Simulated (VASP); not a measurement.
Set up this calculation in VASP 6.6.1, as the native input.

| Property | Result |
| --- | --- |
| Task | single point |
| Functional | PBE |
| Dispersion | D3(BJ) |
| Potentials or basis | VASP PAW PBE potentials, release 64 (P) |
| Cutoff | 520 eV |
| k mesh | 9 × 9 × 1 |
| Occupations | gaussian, width 0.1 eV |
| Spin | no spin polarisation |
| Dipole correction | yes |
| Further INCAR settings | ALGO = Normal; EDIFF = 1e-06; NBANDS = 12 |

The structure of P lies in POSCAR:

```
P
1.0
    3.0956118943      0.0000000000      0.0000000000
   -1.5478059471      2.6808785407      0.0000000000
    0.0000000000      0.0000000000     28.0000000000
P
2
Direct
    0.3333333333      0.6666666667      0.5210178571
    0.6666666667      0.3333333333      0.4789821429
```

These files were run (other wordings do the same):

INCAR

```
  ALGO = Normal
  DIPOL = 0.5 0.5 0.500
  EDIFF = 1E-6
  ENCUT = 520
  GGA = PE
  IDIPOL = 3
  ISIF = 2
  ISMEAR = 0
  IVDW = 12
  LASPH = T
  LCHARG = F
  LDIPOL = T
  LREAL = F
  LWAVE = F
  NBANDS = 12
  NELM = 60
  PREC = Accurate
  SIGMA = 0.1
```

KPOINTS

```
k-points
0
Gamma
  9 9 1
```

Potentials or basis: VASP PAW PBE potentials, release 64 (P).

Run with:

```bash
$ cat potpaw_PBE.64/P/POTCAR > POTCAR
$ mpirun -np 1 vasp_std > vasp.out
```

Results of the run:

```
Largest force              : 2.005 eV/Å
Band gap on the k mesh     : 1.94 eV, indirect (least direct gap 2.21 eV)
Dispersion energy per atom : -0.238 eV
```

Run time: 48 s on 1 thread of Intel(R) Xeon(R) Platinum 8259CL CPU @ 2.50GHz (Skylake/Cascade Lake) (shared host), peak memory 0.33 GiB.
